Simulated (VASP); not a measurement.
# InGa2O (P-4m2) in VASP: notebook

InGa2O is run at these levels: PBE; tasks: single point, relaxation of cell and atoms.

Program: VASP 6.6.1. These are calculated values, not measurements. Logs are shortened: lines on timing, memory, paths and dates and some standing lists are left out, and cuts for length are marked.

## (1) The cell of the first run

Symmetry: P-4m2, No. 115, tetragonal system. Conventional cell: a = 3.037 Å, b = 3.037 Å, c = 8.426 Å, α = 90.00°, β = 90.00°, γ = 90.00°. In (site symmetry -4m2) has 4 In at 3.04 Å and 4 Ga at 3.19 Å within 4.0 Å. Within 2.7 Å of Ga (site symmetry 2mm) lie 2 O at 2.07 Å. O (site symmetry -4m2) has 4 Ga at 2.07 Å within 2.7 Å.

## (2) Single point, PBE

Input file INCAR:

```
SYSTEM = InGa2O
  ALGO = Normal
  EDIFF = 1E-7
  ENCUT = 520
  GGA = PE
  ISIF = 2
  ISMEAR = 0
  LASPH = .True.
  LCHARG = .False.
  LREAL = .False.
  LWAVE = .False.
  NBANDS = 30
  NELM = 60
  PREC = Accurate
  SIGMA = 0.1
```

Input file KPOINTS:

```
k-points
0
Gamma
  14 14 8
  0 0 0
```

Input file POSCAR:

```
InGa2O
1.0
    3.0373005363      0.0000000000      0.0000000000
    0.0000000000      3.0373005363      0.0000000000
    0.0000000000      0.0000000000      8.4259466846
In Ga O
1 2 1
Direct
    0.5000000000      0.5000000000      0.5000000000
    0.0000000000      0.5000000000      0.1667372526
    0.5000000000      0.0000000000      0.8332627474
    0.0000000000      0.0000000000      0.0000000000
```

Potentials or basis: VASP PAW PBE potentials, release 64 (In_d, Ga_d, O).

Run with:

```sh
cat potpaw_PBE.64/In_d/POTCAR potpaw_PBE.64/Ga_d/POTCAR potpaw_PBE.64/O/POTCAR > POTCAR
mpirun -np 1 vasp_std > vasp.out
```

OUTCAR:

```text
SYSTEM = InGa2O
   EDIFF = 1E-7
   ENCUT = 520
   GGA = PE
   ISIF = 2
   ISMEAR = 0
   LASPH = .True.
   LREAL = .False.
   NELM = 60
   PREC = Accurate

 ion  position               nearest neighbor table
   1  0.500  0.500  0.500-   2 3.19   3 3.19   3 3.19   2 3.19
   2  0.000  0.500  0.167-   4 2.07   4 2.07   1 3.19   1 3.19
   3  0.500  0.000  0.833-   4 2.07   4 2.07   1 3.19   1 3.19
   4  0.000  0.000  0.000-   2 2.07   3 2.07   2 2.07   3 2.07

  LATTYP: Found a simple tetragonal cell.
 ALAT       =     3.0373005363
 C/A-ratio  =     2.7741563879

  Lattice vectors:

 A1 = (   3.0373005363,   0.0000000000,   0.0000000000)
 A2 = (   0.0000000000,   3.0373005363,   0.0000000000)
 A3 = (   0.0000000000,   0.0000000000,   8.4259466846)

Analysis of symmetry for initial positions (statically):
=====================================================================
 Subroutine PRICEL returns:
 Original cell was already a primitive cell.

 Routine SETGRP: Setting up the symmetry group for a
 simple tetragonal supercell.

 Subroutine GETGRP returns: Found  8 space group operations
 (whereof  8 operations were pure point group operations)
 out of a pool of 16 trial point group operations.

The static configuration has the point symmetry D_2d.

Analysis of symmetry for dynamics (positions and initial velocities):
=====================================================================
 Subroutine PRICEL returns:
 Original cell was already a primitive cell.

 Routine SETGRP: Setting up the symmetry group for a
 simple tetragonal supercell.

 Subroutine GETGRP returns: Found  8 space group operations
 (whereof  8 operations were pure point group operations)
 out of a pool of 16 trial point group operations.

The dynamic configuration has the point symmetry D_2d.

 Subroutine INISYM returns: Found  8 space group operations
 (whereof  8 operations are pure point group operations),
 and found     1 'primitive' translations

----------------------------------------------------------------------------------------

                                     Primitive cell

  volume of cell :      77.7310

  direct lattice vectors                    reciprocal lattice vectors
     3.037300536  0.000000000  0.000000000     0.329239727  0.000000000  0.000000000
     0.000000000  3.037300536  0.000000000     0.000000000  0.329239727  0.000000000
[... 82 lines left out ...]
   ICHARG =      2    charge: 1-file 2-atom 10-const
   ISPIN  =      1    spin polarized calculation?
   LNONCOLLINEAR =      F non collinear calculations
   LSORBIT =      F    spin-orbit coupling
   LASPH  =      T    aspherical Exc in radial PAW
   ENCUT  =  520.0 eV  38.22 Ry    6.18 a.u.   5.65  5.65 15.67*2*pi/ulx,y,z
   NELM   =     60;   NELMIN=  2; NELMDL= -5     # of ELM steps
   EDIFF  = 0.1E-06   stopping-criterion for ELM
   LREAL  =      F    real-space projection
   EDIFFG = 0.1E-05   stopping-criterion for IOM
   NSW    =      0    number of steps for IOM
   IBRION =     -1    ionic relax: 0-MD 1-quasi-New 2-CG
   NFREE  =      0    steps in history (QN), initial steepest desc. (CG)
   ISIF   =      2    stress and relaxation
   ISYM   =      2    0-nonsym 1-usesym 2-fastsym
   POTIM  = 0.5000    time-step for ionic-motion
   TEBEG  =    0.0;   TEEND  =   0.0 temperature during run
   PSTRESS=    0.0 pullay stress
   NELECT =      45.0000    total number of electrons
   NUPDOWN=      -1.0000    fix difference up-down
   EMIN   =  10.00;   EMAX   =-10.00  energy-range for DOS
   EFERMI =   0.00;   METHOD = LEGACY
   ISMEAR =     0;   SIGMA  =   0.10  broadening in eV -4-tet -1-fermi 0-gaus
   EFERMI_NEDOS =   21; number of points for ismear=-14 and -15
   IALGO  =     38    algorithm
   IMIX   =      4    mixing-type and parameters
     AMIX     =   0.40;   BMIX     =  1.00
     AMIX_MAG =   1.60;   BMIX_MAG =  1.00
  volume/ion in A,a.u.               =      19.43       131.14
  Fermi-wavevector in a.u.,A,eV,Ry     =   1.364418  2.578377 25.329119  1.861638
  Thomas-Fermi vector in A             =   2.490736
   LORBIT       =      0    0 simple, 1 ext, 2 COOP (PROOUT), +10 PAW based schemes
   GGA     = PE    functional components
   LHFCALC =     F    Hartree Fock is set to
   AEXX    =    0.0000 exact exchange contribution
   IVDW    =     0    specifies the selected vdW correction
   LEPSILON=     F    determine dielectric tensor
   LRPA    =     F    only Hartree local field effects (RPA)
 non-spin polarized calculation
 Gauss-broadening in eV      SIGMA  =   0.10
  energy-cutoff  :      520.00
  volume of cell :       77.73
 maximum number of plane-waves:      2116
 NGX is ok and might be reduce to    24
   NGX = 11   NGY = 11   NGZ = 31

 number of electron      45.0000040 magnetization

 Free energy of the ion-electron system (eV)
  ---------------------------------------------------
  ext. energy  EPLUGINS =         0.00000000
  ---------------------------------------------------
  free energy    TOTEN  =       -15.57722723 eV

  energy without entropy =      -15.57282137  energy(sigma->0) =      -15.57502430

 E-fermi :   5.3937     XC(G=0): -10.2415

 val. band max:        5.3910189234   @ k =   0.5000   0.2857   0.5000
 cond. band min:       5.4154145396   @ k =   0.4286   0.3571   0.0000
 fundamental gap:      0.0243956161
 Fermi energy:         5.3937039063

 k-point     1 :       0.0000    0.0000    0.0000
  band No.  band energies     occupation
      1     -14.6412      2.00000
      2      -9.6910      2.00000
      3      -9.5983      2.00000
      4      -9.5687      2.00000
      5      -9.5019      2.00000
      6      -9.5019      2.00000
[... 781 lines left out ...]
     29      11.1662      0.00000
     30      13.0157      0.00000

 [... further k-points ...]
[... 5 lines left out ...]
  --------------------------------------------------------------------------------------
  -------------------------------------------------------------------------------------
  Total        0.0644819      0.0644819      0.1401391      0.0000000      0.0000000      0.0000000
  in kB        1.3290891      1.3290891      2.8885227      0.0000000      0.0000000      0.0000000
  external PRESSURE =       1.8489003 kB  Pullay stress =       0.0000000 kB

 VOLUME and BASIS-vectors are now :
 -----------------------------------------------------------------------------
  energy-cutoff  :      520.00
  volume of cell :       77.73
      direct lattice vectors                 reciprocal lattice vectors
     3.037300536  0.000000000  0.000000000     0.329239727  0.000000000  0.000000000
     0.000000000  3.037300536  0.000000000     0.000000000  0.329239727  0.000000000
     0.000000000  0.000000000  8.425946685     0.000000000  0.000000000  0.118681026

 POSITION                                       TOTAL-FORCE (eV/Angst)
 -----------------------------------------------------------------------------------
      1.51865      1.51865      4.21297        -0.000000     -0.000000      0.000000
      0.00000      1.51865      1.40492         0.000000      0.000000      0.057549
      1.51865      0.00000      7.02103        -0.000000      0.000000     -0.057549
      0.00000      0.00000      0.00000        -0.000000      0.000000      0.000000
 -----------------------------------------------------------------------------------
    total drift:                                0.000000      0.000000      0.000000

  FREE ENERGIE OF THE ION-ELECTRON SYSTEM (eV)
  ---------------------------------------------------
  free  energy   TOTEN  =       -15.5772272305 eV

  energy  without entropy=      -15.5728213710  energy(sigma->0) =      -15.57502430
```

Run time: 4.3 min. Hardware: 1 thread of Intel Xeon Platinum 8375C at 2.90GHz (Ice Lake), shared host; peak memory 0.48 GiB.

What came out:

| Item | Value |
| --- | --- |
| Free energy | -15.5772 eV |
| Pressure | 0.2 GPa |
| Largest force | 0.058 eV/Å |

Forces on the atoms (eV/Å):
```
In   0.000  0.000  0.000
Ga   0.000  0.000  0.058
Ga   0.000  0.000 -0.058
O    0.000  0.000  0.000
```

Stress tensor (GPa, compression positive):
```
0.13 0.00 0.00
0.00 0.13 0.00
0.00 0.00 0.29
```

Levels at points of the mesh, in eV from the Fermi level:
| k point | band 20 | band 21 | band 22 | band 23 | band 24 | band 25 |
| --- | --- | --- | --- | --- | --- | --- |
| (0.00, 0.00, 0.00) | -3.93 | -3.93 | -3.77 | 2.14 | 2.17 | 7.42 |
| (0.50, 0.00, 0.00) | -3.62 | -3.62 | -3.20 | -0.65 | 0.36 | 0.99 |
| (0.50, 0.50, 0.00) | -1.41 | -0.91 | -0.91 | 0.32 | 1.09 | 1.42 |
| (0.00, 0.00, 0.50) | -3.93 | -3.93 | -1.51 | -0.69 | 5.23 | 6.09 |
| (0.50, 0.00, 0.50) | -3.62 | -3.13 | -2.02 | -1.78 | -1.04 | 2.30 |
| (0.50, 0.50, 0.50) | -0.98 | -0.98 | -0.92 | -0.87 | 1.66 | 1.66 |

Caveat: spin-orbit coupling is left out, which moves the levels of the heavy elements; an odd number of electrons without spin polarisation forces a metal; a magnetic or distorted state may lie lower.

## (3) Single point, PBE

This run uses another cell than the first one, of 19.76 Å³/atom, 1.017 times its volume.

Input file INCAR:

```
PREC = Accurate
ENCUT = 520
EDIFF = 1E-6
ISMEAR = 0
SIGMA = 0.1
LREAL = F
LASPH = T
NELM = 80
ALGO = Normal
ISIF = 2
LWAVE = F
LCHARG = T
GGA = PE
LELF = T
LVHAR = T
NBANDS = 30
```

Input file KPOINTS:

```
Automatic mesh
0
Gamma
  4 4 4
```

Input file POSCAR:

```
InGa2O
1.0
    3.8060313100      0.0000000000      0.0000000000
    0.0000000000      3.8060313100      0.0000000000
    0.0000000000      0.0000000000      5.4573009700
In Ga O
1 2 1
Direct
    0.5000000000      0.5000000000      0.5000000000
    0.0000000000      0.5000000000      0.2462099900
    0.5000000000      0.0000000000      0.7537900100
    0.0000000000      0.0000000000      0.0000000000
```

Potentials or basis: VASP PAW PBE potentials, release 64 (In_d, Ga_d, O).

Run with:

```sh
cat potpaw_PBE.64/In_d/POTCAR potpaw_PBE.64/Ga_d/POTCAR potpaw_PBE.64/O/POTCAR > POTCAR
mpirun -np 1 vasp_std > vasp.out
```

Run time: 20 s. Hardware: 1 thread of AMD EPYC 9R45 (Zen 5), shared host; peak memory 0.16 GiB.

The run converged. Its results:

```yaml
Free_energy: -13.0459 eV
Pressure: 9.7 GPa
Largest_force: 4.457 eV/Å
```

Forces on the atoms (eV/Å):
```
In   0.000  0.000  0.000
Ga   0.000  0.000 -4.457
Ga   0.000  0.000  4.457
O    0.000  0.000  0.000
```

Stress tensor (GPa, compression positive):
```
 9.41  0.00  0.00
 0.00  9.41  0.00
 0.00  0.00 10.43
```

Levels at points of the mesh, in eV from the Fermi level:
```tsv
k point	band 19	band 20	band 21	band 22	band 23	band 24	band 25	band 26
(0.00, 0.00, 0.00)	-2.82	-2.82	-0.83	-0.11	1.83	1.83	4.42	5.63
(0.50, 0.00, 0.00)	-3.45	-3.25	-2.54	-1.98	2.12	2.40	3.57	3.91
(0.50, 0.50, 0.00)	-4.99	-3.16	-2.25	-2.25	-0.14	1.10	3.13	3.13
(0.00, 0.00, 0.50)	-2.69	-2.69	-2.58	1.40	1.40	2.81	2.90	5.83
(0.50, 0.00, 0.50)	-5.14	-2.53	-1.86	-0.48	0.03	2.60	5.01	5.73
(0.50, 0.50, 0.50)	-4.67	-3.40	-2.88	-2.88	-1.43	2.70	3.47	3.47
```

Caveat: the k points lie up to 0.41 Å⁻¹ apart; spin-orbit coupling is left out, which moves the levels of the heavy elements; an odd number of electrons without spin polarisation forces a metal; a magnetic or distorted state may lie lower.

## (4) Single point, PBE

This run uses another cell than the first one, of 20.34 Å³/atom, 1.047 times its volume.

Input file INCAR:

```
SYSTEM = InGa2O
ALGO = Normal ; EDIFF = 1E-7
ENCUT = 520 ; GGA = PE
ISIF = 2 ; ISMEAR = 0
LASPH = .TRUE. ; LCHARG = .FALSE.
LREAL = .FALSE. ; LWAVE = .FALSE.
NBANDS = 30 ; NELM = 80
PREC = Accurate ; SIGMA = 0.1
```

Input file KPOINTS:

```
k-points
0
G
  4 4 4
  0 0 0
```

Input file POSCAR:

```
InGa2O
1.0
    3.5758317159      0.0000000000      0.0000000000
    0.0000000000      3.5758317159      0.0000000000
    0.0000000000      0.0000000000      6.3639817722
In Ga O
1 2 1
Direct
    0.5000000000      0.5000000000      0.5000000000
    0.0000000000      0.5000000000      0.1693413336
    0.5000000000      0.0000000000      0.8306586664
    0.0000000000      0.0000000000      0.0000000000
```

Run with:

```sh
cat potpaw_PBE.64/In_d/POTCAR potpaw_PBE.64/Ga_d/POTCAR potpaw_PBE.64/O/POTCAR > POTCAR
mpirun -np 1 vasp_std > vasp.out
```

It took 28 s on 1 thread of AMD EPYC 9R45 (Zen 5), shared host; peak memory 0.17 GiB.

The run converged. Its results:

- Free energy: -14.9527 eV
- Pressure: 0.2 GPa
- Largest force: 0.038 eV/Å

Forces on the atoms (eV/Å):
```
In   0.000  0.000  0.000
Ga   0.000  0.000  0.038
Ga   0.000  0.000 -0.038
O    0.000  0.000  0.000
```

Stress tensor (GPa, compression positive):
```
0.17 0.00 0.00
0.00 0.17 0.00
0.00 0.00 0.28
```

Levels at points of the mesh, in eV from the Fermi level:
```tsv
k point	band 19	band 20	band 21	band 22	band 23	band 24	band 25	band 26
(0.00, 0.00, 0.00)	-5.20	-5.20	-2.96	-2.45	3.17	3.38	3.38	4.69
(0.50, 0.00, 0.00)	-5.18	-4.94	-4.00	-3.00	0.49	1.26	2.04	3.92
(0.50, 0.50, 0.00)	-5.43	-4.13	-2.49	-2.49	-0.50	0.83	1.73	1.84
(0.00, 0.00, 0.50)	-5.19	-5.19	-4.87	0.18	1.03	3.12	3.12	5.30
(0.50, 0.00, 0.50)	-6.03	-4.94	-3.05	-1.90	-1.19	2.23	3.71	3.97
(0.50, 0.50, 0.50)	-5.46	-3.60	-2.75	-2.75	-2.45	2.19	2.19	2.89
```

Caveat: the k points lie up to 0.44 Å⁻¹ apart; spin-orbit coupling is left out, which moves the levels of the heavy elements; an odd number of electrons without spin polarisation forces a metal; a magnetic or distorted state may lie lower.

## (5) Single point, PBE

This run uses another cell than the first one, of 19.97 Å³/atom, 1.028 times its volume.

Edit INCAR of step 4 so:

```diff
@@ -1,3 +1,3 @@
 SYSTEM = InGa2O
-ALGO = Normal ; EDIFF = 1E-7
+ALGO = Normal ; EDIFF = 1E-6
 ENCUT = 520 ; GGA = PE
```

Input file KPOINTS:

```
k-points
0
G
  6 6 4
  0 0 0
```

Input file POSCAR:

```
InGa2O
1.0
    3.4578265365      0.0000000000      0.0000000000
    0.0000000000      3.4578265365      0.0000000000
    0.0000000000      0.0000000000      6.6816561278
In Ga O
1 2 1
Direct
    0.5000000000      0.5000000000      0.5000000000
    0.0000000000      0.5000000000      0.1728637138
    0.5000000000      0.0000000000      0.8271362862
    0.0000000000      0.0000000000      0.0000000000
```

Run with:

```sh
cat potpaw_PBE.64/In_d/POTCAR potpaw_PBE.64/Ga_d/POTCAR potpaw_PBE.64/O/POTCAR > POTCAR
mpirun -np 1 vasp_std > vasp.out
```

Wall time 39 s (1 thread of AMD EPYC 9R45 (Zen 5), shared host); peak memory 0.2 GiB.

It converged, with:

* Free energy: -15.3496 eV
* Pressure: 0.2 GPa
* Largest force: 0.037 eV/Å

Forces in eV/Å, atoms in the order of the input:
```
In   0.000  0.000  0.000
Ga   0.000  0.000  0.037
Ga   0.000  0.000 -0.037
O    0.000  0.000  0.000
```

Stress tensor (GPa, compression positive):
```
0.14 0.00 0.00
0.00 0.14 0.00
0.00 0.00 0.22
```

Levels at points of the mesh, in eV from the Fermi level:
```tsv
k point	band 19	band 20	band 21	band 22	band 23	band 24	band 25	band 26	band 27	band 28
(0.00, 0.00, 0.00)	-5.06	-5.06	-3.08	-2.76	3.62	4.00	4.00	4.29	5.84	5.84
(0.50, 0.00, 0.00)	-5.23	-4.79	-4.04	-3.15	0.47	1.31	1.88	4.77	6.50	6.94
(0.50, 0.50, 0.00)	-5.64	-3.70	-2.40	-2.40	-0.49	0.85	1.69	1.70	1.70	4.87
(0.00, 0.00, 0.50)	-5.33	-5.05	-5.05	-0.06	0.83	3.69	3.69	5.57	6.31	6.31
(0.50, 0.00, 0.50)	-5.96	-4.79	-3.16	-1.99	-1.23	1.55	3.69	3.92	4.93	5.47
(0.50, 0.50, 0.50)	-5.66	-3.21	-2.60	-2.60	-2.21	2.16	2.16	2.82	2.93	4.52
```

Caveat: spin-orbit coupling is left out, which moves the levels of the heavy elements; an odd number of electrons without spin polarisation forces a metal; a magnetic or distorted state may lie lower.

(Continued in part 2 of 2.)
